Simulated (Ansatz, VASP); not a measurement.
## K3HO: VASP beside Ansatz

```
H O K
1.0
     5.56000    0.00000    0.00000
     0.00000    5.56000    0.00000
     0.00000    0.00000    5.56000
H O K
1 1 3
Direct
  0.00000 0.00000 0.00000
  0.50000 0.50000 0.50000
  0.50000 0.50000 0.00000
  0.50000 0.00000 0.50000
  0.00000 0.50000 0.50000
```

Alike in both runs: task single point; functional LDA; k mesh 4 × 4 × 4; occupations gaussian, width 0.05 eV; no spin polarisation.

```csv
,VASP,Ansatz
version,VASP 6.6.1,Ansatz 0.2.0
potentials or method,"VASP PAW LDA potentials, release 64 (H, O, K_sv), cutoff 520 eV","scalar-relativistic, plane waves, PAW"
valence electrons in the cell,34,34
```

```csv
,VASP,Ansatz,Ansatz less VASP
gap on the k mesh at the Fermi level (eV),1.48,1.48,+0.003
least direct gap on the mesh (eV),1.53,1.53,+0.003
pressure (GPa),-3.7,-3.8,-0.02
```

LDA's correlation is that of Perdew and Zunger in VASP and of Perdew and Wang (1992) in Ansatz.
